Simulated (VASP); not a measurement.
# Nd3Si2I (P-3m1) in VASP: further runs

Runs on Nd3Si2I. Level: PBE. Tasks: single point, relaxation of shape and atoms at fixed volume, relaxation of cell and atoms.

Everything below comes from runs of VASP 6.6.1. Logs are shortened: lines on timing, memory, paths and dates and some standing lists are left out, and cuts for length are marked.

### Step 1. The cell of the first run

Symmetry: P-3m1, No. 164, trigonal system. Conventional cell: a = 5.346 Å, b = 5.346 Å, c = 6.452 Å, α = 90.00°, β = 90.00°, γ = 120.00°. Nd (site symmetry 3m) has 5 Si at 3.15 to 3.31 Å and 3 I at 3.35 Å and 6 Nd at 3.64 to 4.02 Å within 4.1 Å. Nd (site symmetry -3m) has 2 I at 3.23 Å and 6 Si at 3.32 Å and 6 Nd at 3.64 Å within 4.2 Å. Within 4.1 Å of Si (site symmetry 3m) lie 8 Nd at 3.15 to 3.32 Å and 3 I at 3.69 Å and 3 Si at 3.92 Å. I (site symmetry -3m) has 8 Nd at 3.23 to 3.35 Å and 6 Si at 3.69 Å within 4.2 Å.

The cell was built from a structure type or drawn by symmetry, and may not be a known phase.

### Step 2. Single point, PBE

INCAR reads:

```
PREC     = Accurate       # precision mode
ENCUT    = 500            # plane-wave cutoff, eV
EDIFF    = 1E-6           # SCF threshold, eV
ISMEAR   = 0              # smearing method
SIGMA    = 0.15           # smearing width, eV
LREAL    = False          # projectors in reciprocal space
LASPH    = True           # aspherical terms in the spheres
NELM     = 200            # most SCF steps
ALGO     = Normal         # electronic algorithm
ISIF     = 2              # what is computed and relaxed
LWAVE    = False          # write WAVECAR
LCHARG   = True           # write CHGCAR
GGA      = PE             # functional
LELF     = True           # ELF
LVHAR    = True         
NBANDS   = 33             # bands
GGA_COMPAT= False        
LMAXMIX  = 6              # l up to which the mixer works
```

KPOINTS reads:

```
Automatic mesh
0
Gamma
  3 3 2
```

POSCAR reads:

```
Nd3Si2I
1.0
    5.3463419879      0.0000000000      0.0000000000
   -2.6731709939      4.6300679788      0.0000000000
    0.0000000000      0.0000000000      6.4524695286
Nd Si I
3 2 1
Direct
    0.3333333333      0.6666666667      0.7000254943
    0.6666666667      0.3333333333      0.2999745057
    0.0000000000      0.0000000000      0.0000000000
    0.3333333333      0.6666666667      0.1875673532
    0.6666666667      0.3333333333      0.8124326468
    0.0000000000      0.0000000000      0.5000000000
```

Potentials or basis: VASP PAW PBE potentials, release 64 (Nd_3, Si, I), 4f in core.

The run is started by

```console
> cat potpaw_PBE.64/Nd_3/POTCAR potpaw_PBE.64/Si/POTCAR potpaw_PBE.64/I/POTCAR > POTCAR
> mpirun -np 1 vasp_std > vasp.out
```

OUTCAR:

```text
PREC = Accurate
   ENCUT = 500
   EDIFF = 1E-6
   ISMEAR = 0
   LREAL = False
   LASPH = True
   NELM = 200
   ISIF = 2
   GGA = PE

 ion  position               nearest neighbor table
   1  0.333  0.667  0.700-   4 3.15   5 3.17   5 3.17   5 3.17   4 3.31   6 3.35   6 3.35   6 3.35
                             3 3.64   3 3.64   3 3.64
   2  0.667  0.333  0.300-   5 3.15   4 3.17   4 3.17   4 3.17   5 3.31   6 3.35   6 3.35   6 3.35
                             3 3.64   3 3.64   3 3.64
   3  0.000  0.000  0.000-   6 3.23   6 3.23   4 3.32   5 3.32   4 3.32   5 3.32   5 3.32   4 3.32
                             1 3.64   2 3.64   1 3.64   2 3.64   1 3.64   2 3.64
   4  0.333  0.667  0.188-   1 3.15   2 3.17   2 3.17   2 3.17   1 3.31   3 3.32   3 3.32   3 3.32

   5  0.667  0.333  0.812-   2 3.15   1 3.17   1 3.17   1 3.17   2 3.31   3 3.32   3 3.32   3 3.32

   6  0.000  0.000  0.500-   3 3.23   3 3.23   1 3.35   2 3.35   1 3.35   2 3.35   2 3.35   1 3.35

  LATTYP: Found a hexagonal cell.
 ALAT       =     5.3463419879
 C/A-ratio  =     1.2068942734

  Lattice vectors:

 A1 = (   5.3463419879,   0.0000000000,   0.0000000000)
 A2 = (  -2.6731709939,   4.6300679788,   0.0000000000)
 A3 = (   0.0000000000,   0.0000000000,   6.4524695286)

Analysis of symmetry for initial positions (statically):
=====================================================================
 Subroutine PRICEL returns:
 Original cell was already a primitive cell.

 Routine SETGRP: Setting up the symmetry group for a
 hexagonal supercell.

 Subroutine GETGRP returns: Found 12 space group operations
 (whereof 12 operations were pure point group operations)
 out of a pool of 24 trial point group operations.

The static configuration has the point symmetry D_3d.

Analysis of symmetry for dynamics (positions and initial velocities):
=====================================================================
 Subroutine PRICEL returns:
 Original cell was already a primitive cell.

 Routine SETGRP: Setting up the symmetry group for a
 hexagonal supercell.

 Subroutine GETGRP returns: Found 12 space group operations
 (whereof 12 operations were pure point group operations)
 out of a pool of 24 trial point group operations.

The dynamic configuration has the point symmetry D_3d.

 Subroutine INISYM returns: Found 12 space group operations
 (whereof 12 operations are pure point group operations),
 and found     1 'primitive' translations

----------------------------------------------------------------------------------------

                                     Primitive cell

  volume of cell :     159.7240

  direct lattice vectors                    reciprocal lattice vectors
     5.346341988  0.000000000  0.000000000     0.187043777  0.107989775  0.000000000
    -2.673170994  4.630067979  0.000000000     0.000000000  0.215979550  0.000000000
     0.000000000  0.000000000  6.452469529     0.000000000  0.000000000  0.154979422

  length of vectors
     5.346341988  5.346341988  6.452469529     0.215979550  0.215979550  0.154979422

  position of ions in fractional coordinates (direct lattice)
     0.333333333  0.666666667  0.700025494
     0.666666667  0.333333333  0.299974506
     0.000000000  0.000000000  0.000000000
     0.333333333  0.666666667  0.187567353
     0.666666667  0.333333333  0.812432647
     0.000000000  0.000000000  0.500000000

  ion indices of the primitive-cell ions
   primitive index   ion index
                 1           1
                 2           2
                 3           3
                 4           4
                 5           5
                 6           6

----------------------------------------------------------------------------------------

 KPOINTS: Automatic mesh

Automatic generation of k-mesh.
 Grid dimensions read from file:
 generate k-points for:    3    3    2

 Generating k-lattice:

  Cartesian coordinates                     Fractional coordinates (reciprocal lattice)
     0.062347926  0.035996592  0.000000000     0.333333333 -0.000000000  0.000000000
     0.000000000  0.071993183  0.000000000     0.000000000  0.333333333  0.000000000
     0.000000000  0.000000000  0.077489711     0.000000000  0.000000000  0.500000000

  Length of vectors
     0.071993183  0.071993183  0.077489711

  Shift w.r.t. Gamma in fractional coordinates (k-lattice)
     0.000000000  0.000000000  0.000000000

 Subroutine IBZKPT returns following result:
 ===========================================

 Found      6 irreducible k-points:

 Following reciprocal coordinates:
            Coordinates               Weight
  0.000000  0.000000  0.000000      1.000000
  0.333333  0.000000  0.000000      6.000000
  0.333333  0.333333  0.000000      2.000000
  0.000000  0.000000  0.500000      1.000000
  0.333333  0.000000  0.500000      6.000000
  0.333333  0.333333  0.500000      2.000000
   k-points           NKPTS =      6   k-points in BZ     NKDIM =      6   number of bands    NBANDS=     33
   number of dos      NEDOS =    301   number of ions     NIONS =      6
   total plane-waves  NPLWV =  76800
   dimension x,y,z NGX =    40 NGY =   40 NGZ =   48
   dimension x,y,z NGXF=    80 NGYF=   80 NGZF=   96
   ions per type =               3   2   1
   NGX,Y,Z   is equivalent  to a cutoff of  12.44, 12.44, 12.37 a.u.
   NGXF,Y,Z  is equivalent  to a cutoff of  24.88, 24.88, 24.73 a.u.
 SYSTEM =  unknown system
   PREC   = accura    normal or accurate (medium, high low for compatibility)
   ISTART =      0    job   : 0-new  1-cont  2-samecut
   ICHARG =      2    charge: 1-file 2-atom 10-const
   ISPIN  =      1    spin polarized calculation?
   LNONCOLLINEAR =      F non collinear calculations
   LSORBIT =      F    spin-orbit coupling
   LASPH  =      T    aspherical Exc in radial PAW
   ENCUT  =  500.0 eV  36.75 Ry    6.06 a.u.   9.75  9.75 11.76*2*pi/ulx,y,z
   NELM   =    200;   NELMIN=  2; NELMDL= -5     # of ELM steps
   EDIFF  = 0.1E-05   stopping-criterion for ELM
   LREAL  =      F    real-space projection
   EDIFFG = 0.1E-04   stopping-criterion for IOM
   NSW    =      0    number of steps for IOM
   IBRION =     -1    ionic relax: 0-MD 1-quasi-New 2-CG
   NFREE  =      0    steps in history (QN), initial steepest desc. (CG)
   ISIF   =      2    stress and relaxation
   ISYM   =      2    0-nonsym 1-usesym 2-fastsym
   POTIM  = 0.5000    time-step for ionic-motion
   TEBEG  =    0.0;   TEEND  =   0.0 temperature during run
   PSTRESS=    0.0 pullay stress
   NELECT =      48.0000    total number of electrons
   NUPDOWN=      -1.0000    fix difference up-down
   EMIN   =  10.00;   EMAX   =-10.00  energy-range for DOS
   EFERMI =   0.00;   METHOD = LEGACY
   ISMEAR =     0;   SIGMA  =   0.15  broadening in eV -4-tet -1-fermi 0-gaus
   EFERMI_NEDOS =   21; number of points for ismear=-14 and -15
   IALGO  =     38    algorithm
   IMIX   =      4    mixing-type and parameters
     AMIX     =   0.40;   BMIX     =  1.00
     AMIX_MAG =   1.60;   BMIX_MAG =  1.00
  volume/ion in A,a.u.               =      26.62       179.65
  Fermi-wavevector in a.u.,A,eV,Ry     =   1.096559  2.072195 16.360203  1.202441
  Thomas-Fermi vector in A             =   2.232903
   LORBIT       =      0    0 simple, 1 ext, 2 COOP (PROOUT), +10 PAW based schemes
   GGA     = PE    functional components
   LHFCALC =     F    Hartree Fock is set to
   AEXX    =    0.0000 exact exchange contribution
   IVDW    =     0    specifies the selected vdW correction
   LEPSILON=     F    determine dielectric tensor
   LRPA    =     F    only Hartree local field effects (RPA)
 non-spin polarized calculation
 Gauss-broadening in eV      SIGMA  =   0.15
  energy-cutoff  :      500.00
  volume of cell :      159.72
 maximum number of plane-waves:      4067
 NGX is ok and might be reduce to    40
   NGX = 19   NGY = 19   NGZ = 23

 number of electron      48.0000001 magnetization

 Free energy of the ion-electron system (eV)
  ---------------------------------------------------
  ext. energy  EPLUGINS =         0.00000000
  ---------------------------------------------------
  free energy    TOTEN  =       -29.40563820 eV

  energy without entropy =      -29.32445656  energy(sigma->0) =      -29.36504738

 E-fermi :   5.6437     XC(G=0): -10.1233

 val. band max:        5.6209523633   @ k =   0.3333   0.0000   0.5000
 cond. band min:       5.7096927443   @ k =   0.3333   0.0000   0.0000
 fundamental gap:      0.0887403810
 Fermi energy:         5.6437286453

 k-point     1 :       0.0000    0.0000    0.0000
  band No.  band energies     occupation
      1     -32.5962      2.00000
      2     -32.4393      2.00000
      3     -32.4343      2.00000
      4     -13.9514      2.00000
      5     -13.8267      2.00000
      6     -13.8267      2.00000
[... 25 lines left out ...]
     32       8.4522      0.00000
     33       8.9691      0.00000

 k-point     2 :       0.3333    0.0000    0.0000
  band No.  band energies     occupation
      1     -32.5852      2.00000
      2     -32.4457      2.00000
      3     -32.4377      2.00000
      4     -14.0396      2.00000
      5     -13.9159      2.00000
      6     -13.8993      2.00000
[... 25 lines left out ...]
     32       8.1998      0.00000
     33       8.5422      0.00000

 k-point     3 :       0.3333    0.3333    0.0000
  band No.  band energies     occupation
      1     -32.5794      2.00000
      2     -32.4443      2.00000
      3     -32.4443      2.00000
      4     -14.0400      2.00000
      5     -13.8921      2.00000
      6     -13.8921      2.00000
[... 25 lines left out ...]
     32       8.5581      0.00000
     33       9.0651      0.00000

 k-point     4 :       0.0000    0.0000    0.5000
  band No.  band energies     occupation
      1     -32.5940      2.00000
      2     -32.4547      2.00000
      3     -32.4210      2.00000
      4     -13.9688      2.00000
      5     -13.8534      2.00000
      6     -13.8534      2.00000
[... 25 lines left out ...]
     32       9.3629      0.00000
     33       9.3652      0.00000

 k-point     5 :       0.3333    0.0000    0.5000
  band No.  band energies     occupation
      1     -32.5847      2.00000
      2     -32.4499      2.00000
      3     -32.4340      2.00000
      4     -14.1040      2.00000
      5     -13.8705      2.00000
      6     -13.8705      2.00000
[... 25 lines left out ...]
     32       8.6078      0.00000
     33       9.2351      0.00000

 k-point     6 :       0.3333    0.3333    0.5000
  band No.  band energies     occupation
      1     -32.5794      2.00000
      2     -32.4443      2.00000
      3     -32.4443      2.00000
      4     -14.1539      2.00000
      5     -13.9540      2.00000
      6     -13.9540      2.00000
[... 25 lines left out ...]
     32       8.4831      0.00000
     33       8.4831      0.00000

------------------------ aborting loop because EDIFF is reached ----------------------------------------

  FORCE on cell =-STRESS in cart. coord.  units (eV):
  Direction    XX          YY          ZZ          XY          YZ          ZX
  --------------------------------------------------------------------------------------
  -------------------------------------------------------------------------------------
  Total        0.3584720      0.3584720     -0.0262187      0.0000000      0.0000000      0.0000000
  in kB        3.5958019      3.5958019     -0.2629978      0.0000000      0.0000000      0.0000000
  external PRESSURE =       2.3095353 kB  Pullay stress =       0.0000000 kB

 VOLUME and BASIS-vectors are now :
 -----------------------------------------------------------------------------
  energy-cutoff  :      500.00
  volume of cell :      159.72
      direct lattice vectors                 reciprocal lattice vectors
     5.346341988  0.000000000  0.000000000     0.187043777  0.107989775  0.000000000
    -2.673170994  4.630067979  0.000000000     0.000000000  0.215979550  0.000000000
     0.000000000  0.000000000  6.452469529     0.000000000  0.000000000  0.154979422

 POSITION                                       TOTAL-FORCE (eV/Angst)
 -----------------------------------------------------------------------------------
     -0.00000      3.08671      4.51689         0.000000      0.000000     -0.036272
      2.67317      1.54336      1.93558        -0.000000     -0.000000      0.036272
      0.00000      0.00000      0.00000         0.000000      0.000000      0.000000
     -0.00000      3.08671      1.21027        -0.000000     -0.000000     -0.045509
      2.67317      1.54336      5.24220         0.000000      0.000000      0.045509
      0.00000      0.00000      3.22623         0.000000      0.000000      0.000000
 -----------------------------------------------------------------------------------
    total drift:                               -0.000000     -0.000000     -0.000000

  FREE ENERGIE OF THE ION-ELECTRON SYSTEM (eV)
  ---------------------------------------------------
  free  energy   TOTEN  =       -29.4056381994 eV

  energy  without entropy=      -29.3244565592  energy(sigma->0) =      -29.36504738
```

Run time: 31 s. Hardware: 1 thread of AMD EPYC 7R13 (Zen 3), shared host; peak memory 0.23 GiB.

What came out:

```
Free energy            : -29.4056 eV
Pressure               : 0.2 GPa
Largest force          : 0.046 eV/Å
Band gap on the k mesh : zero (bands 24 and 25 overlap by 0.25 eV)
```

Forces on the atoms (eV/Å):
```
Nd   0.000  0.000 -0.036
Nd   0.000  0.000  0.036
Nd   0.000  0.000  0.000
Si   0.000  0.000 -0.046
Si   0.000  0.000  0.046
I    0.000  0.000  0.000
```

Caveat: the k points lie up to 0.49 Å⁻¹ apart; spin-orbit coupling is left out, which moves the levels of the heavy elements; the 4f electrons are frozen in the core, so they carry no moment and show no levels; the run has no spin polarisation, though such a crystal can be magnetic. Spin polarisation is off, so any magnetic state and its effect on volume and gap are missing.

(Continued in part 2 of 2.)
